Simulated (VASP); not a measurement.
# NiO (Fm-3m) in VASP: notebook, part 2 of 2

VASP 6.6.1. The steps go on from the part before.

## (4) Single point, PBE+U, collinear spin, ferromagnetic start

Input file INCAR:

```
SYSTEM = NiO
  PREC = Accurate
  ENCUT = 600
  EDIFF = 1E-6
  ISMEAR = 0
  SIGMA = 0.05
  LREAL = .False.
  LASPH = .True.
  NELM = 200
  ALGO = Normal
  ISIF = 2
  LWAVE = .False.
  LCHARG = .True.
  ISPIN = 2
  MAGMOM = 1.91 0
  LORBIT = 11
  LMAXMIX = 4
  LDAU = .True.
  LDAUTYPE = 2
  LDAUL = 2 -1
  LDAUU = 6.2 0
  LDAUJ = 0 0
  LDAUPRINT = 1
  GGA = PE
  LELF = .True.
  LVHAR = .True.
  NBANDS = 23
  GGA_COMPAT = .False.
```

Input file KPOINTS:

```
Automatic mesh
0
Gamma
  8 8 8
  0 0 0
```

Input file POSCAR:

```
NiO
1.0
    0.0000000000      2.1338354365      2.1338354365
    2.1338354365      0.0000000000      2.1338354365
    2.1338354365      2.1338354365      0.0000000000
Ni O
1 1
Direct
    0.0000000000      0.0000000000      0.0000000000
    0.5000000000      0.5000000000      0.5000000000
```

Potentials or basis: VASP PAW PBE potentials, release 64 (Ni_sv_GW, O).

On the command line:

```bash
$ cat potpaw_PBE.64/Ni_sv_GW/POTCAR potpaw_PBE.64/O/POTCAR > POTCAR
$ mpirun -np 1 vasp_std > vasp.out
```

OUTCAR:

```text
SYSTEM = NiO
   PREC = Accurate
   ENCUT = 600
   EDIFF = 1E-6
   ISMEAR = 0
   LREAL = .False.
   LASPH = .True.
   NELM = 200
   ISIF = 2
   ISPIN = 2
   LORBIT = 11
   GGA = PE

 ion  position               nearest neighbor table
   1  0.000  0.000  0.000-   2 2.13   2 2.13   2 2.13   2 2.13   2 2.13   2 2.13
   2  0.500  0.500  0.500-   1 2.13   1 2.13   1 2.13   1 2.13   1 2.13   1 2.13

  LATTYP: Found a face centered cubic cell.
 ALAT       =     4.2676708730
[... 1503 lines left out ...]
  external PRESSURE =     -37.8098882 kB  Pullay stress =       0.0000000 kB

 VOLUME and BASIS-vectors are now :
 -----------------------------------------------------------------------------
  energy-cutoff  :      600.00
  volume of cell :       19.43
      direct lattice vectors                 reciprocal lattice vectors
     0.000000000  2.133835437  2.133835437    -0.234319850  0.234319850  0.234319850
     2.133835437  0.000000000  2.133835437     0.234319850 -0.234319850  0.234319850
     2.133835437  2.133835437  0.000000000     0.234319850  0.234319850 -0.234319850

 POSITION                                       TOTAL-FORCE (eV/Angst)
 -----------------------------------------------------------------------------------
      0.00000      0.00000      0.00000         0.000000     -0.000000     -0.000000
      2.13384      2.13384      2.13384        -0.000000      0.000000      0.000000
 -----------------------------------------------------------------------------------
    total drift:                                0.000000     -0.000000     -0.000000

  FREE ENERGIE OF THE ION-ELECTRON SYSTEM (eV)
  ---------------------------------------------------
  free  energy   TOTEN  =       -10.2535182610 eV

  energy  without entropy=      -10.2535182610  energy(sigma->0) =      -10.25351826

 total charge

# of ion       s       p       d       f       tot
--------------------------------------------------
    1        2.156   6.211   7.700   0.008  16.076
    2        1.545   3.464   0.000   0.000   5.009
--------------------------------------------------
tot          3.701   9.675   7.700   0.008  21.085

 magnetization (x)

# of ion       s       p       d       f       tot
--------------------------------------------------
    1        0.010   0.011   1.775   0.001   1.797
    2        0.020   0.143   0.000   0.000   0.164
--------------------------------------------------
tot          0.030   0.155   1.775   0.001   1.961
```

OSZICAR:

```text
N       E                     dE             d eps       ncg     rms          rms(c)
DAV:   1     0.242491413197E+03    0.24249E+03   -0.13703E+04  4127   0.365E+03
DAV:   2    -0.678155024608E+00   -0.24317E+03   -0.23180E+03  4275   0.881E+02
DAV:   3    -0.117389164385E+02   -0.11061E+02   -0.11025E+02  4060   0.182E+02
DAV:   4    -0.118988570247E+02   -0.15994E+00   -0.15992E+00  3638   0.123E+01
DAV:   5    -0.119048957363E+02   -0.60387E-02   -0.60387E-02  3644   0.227E+00    0.152E+01
DAV:   6    -0.105132909687E+02    0.13916E+01   -0.34175E+01  4628   0.310E+02    0.108E+01
DAV:   7    -0.982086773508E+01    0.69242E+00   -0.82228E+00  3972   0.187E+02    0.355E+00
DAV:   8    -0.101561143863E+02   -0.33525E+00   -0.42698E-01  4481   0.240E+01    0.182E+00
DAV:   9    -0.102302150951E+02   -0.74101E-01   -0.23422E-01  4896   0.332E+01    0.809E-01
DAV:  10    -0.102508920209E+02   -0.20677E-01   -0.64794E-02  4639   0.847E+00    0.245E-01
DAV:  11    -0.102532289703E+02   -0.23369E-02   -0.14092E-03  4306   0.140E+00    0.969E-02
DAV:  12    -0.102533756780E+02   -0.14671E-03   -0.48697E-04  4227   0.728E-01    0.567E-02
DAV:  13    -0.102535127631E+02   -0.13709E-03   -0.75997E-05  4405   0.498E-01    0.156E-02
DAV:  14    -0.102535180592E+02   -0.52962E-05   -0.11606E-05  4161   0.170E-01    0.465E-03
DAV:  15    -0.102535182610E+02   -0.20173E-06   -0.38669E-07  1774   0.638E-02
   1 F= -.10253518E+02 E0= -.10253518E+02  d E =-.220802E-13  mag=     2.0000
```

It took 17 s on 1 thread of Intel Xeon 6975P-C (Granite Rapids), shared host; peak memory 0.17 GiB.

What came out:

| Property | Result |
| --- | --- |
| Free energy | -10.2535 eV |
| Pressure | -3.8 GPa |
| Band gap on the k mesh | 2.00 eV, indirect (least direct gap 3.16 eV) |
| Net moment | 2.00 μB per cell |
| Site moments | Ni +1.80; O +0.16 μB |
| Valence electrons inside the program's atomic spheres | Ni 16.08; O 5.01 |

Eigenvalues of the final occupation matrices:
| site | spin | trace | eigenvalues |
| --- | --- | --- | --- |
| site 1 d | 1 | 4.75 | 0.94 0.94 0.94 0.97 0.97 |
| site 1 d | 2 | 2.97 | 0.09 0.09 0.93 0.93 0.93 |

Caveat: a cell with one magnetic atom can't hold antiferromagnetic order, which such compounds often take.

## (5) Single point, PBE+U, collinear spin, ferromagnetic start

Input file INCAR:

```
ALGO     = Normal         # electronic algorithm
EDIFF    = 1E-6           # SCF threshold, eV
ENCUT    = 600            # plane-wave cutoff, eV
GGA      = PE             # functional
GGA_COMPAT= F            
ISIF     = 2              # what is computed and relaxed
ISMEAR   = 0              # smearing method
ISPIN    = 2              # spin polarisation
LASPH    = T              # aspherical terms in the spheres
LCHARG   = T              # write CHGCAR
LDAU     = T              # DFT+U
LDAUJ    = 0 0          
LDAUL    = 2 -1           # shell
LDAUPRINT= 1            
LDAUTYPE = 2            
LDAUU    = 6.2 0          # U, eV
LELF     = T              # ELF
LMAXMIX  = 4              # l up to which the mixer works
LORBIT   = 11             # projections on sites
LREAL    = F              # projectors in reciprocal space
LVHAR    = T            
LWAVE    = F              # write WAVECAR
MAGMOM   = 1.91 0         # initial moments
NBANDS   = 23             # bands
NELM     = 200            # most SCF steps
PREC     = Accurate       # precision mode
SIGMA    = 0.05           # smearing width, eV
```

Input file KPOINTS:

```
k-points
0
Gamma
  8 8 8
```

POSCAR is that of step 4.

On the command line:

```bash
$ cat potpaw_PBE.64/Ni_sv_GW/POTCAR potpaw_PBE.64/O/POTCAR > POTCAR
$ mpirun -np 1 vasp_std > vasp.out
```

It took 54 s on 1 thread of Intel Xeon Platinum 8375C at 2.90GHz (Ice Lake), shared host; peak memory 0.17 GiB.

It converged, with:

```yaml
Free_energy: -10.2535 eV
Pressure: -3.8 GPa
Band_gap_on_the_k_mesh: 2.00 eV, indirect (least direct gap 3.16 eV)
Net_moment: 2.00 μB per cell
Site_moments: Ni +1.80; O +0.16 μB
Valence_electrons_inside_the_program's_atomic_spheres: Ni 16.08; O 5.01
```

Levels at points of the mesh, in eV from the valence-band top:
Spin up:
```csv
k point,band 10,band 11,band 12,band 13,band 14,band 15,band 16,band 17
"(0.00, 0.00, 0.00)",-4.51,-1.48,-1.48,-1.48,2.00,18.27,18.49,18.49
"(0.50, 0.00, 0.00)",-4.07,-2.93,0.00,0.00,6.20,10.29,14.23,14.23
"(0.50, 0.50, 0.00)",-3.78,-3.78,-2.77,-2.77,6.30,11.16,11.95,16.68
```
Spin down:
```
           k point  band 8  band 9  band 10  band 11  band 12  band 13  band 14  band 15
(0.00, 0.00, 0.00)   -3.46   -1.17    -1.17    -1.17     2.34     2.84     2.84    18.21
(0.50, 0.00, 0.00)   -3.64   -1.98    -1.87    -1.87     5.02     5.02     6.38    10.75
(0.50, 0.50, 0.00)   -2.66   -2.66    -2.48    -2.48     3.31     3.66     6.91    11.43
```

Eigenvalues of the final occupation matrices:
```tsv
site	spin	trace	eigenvalues
site 1 d	1	4.75	0.94 0.94 0.94 0.97 0.97
site 1 d	2	2.97	0.09 0.09 0.93 0.93 0.93
```

Caveat: a cell with one magnetic atom can't hold antiferromagnetic order, which such compounds often take. A k mesh can miss the band edges.
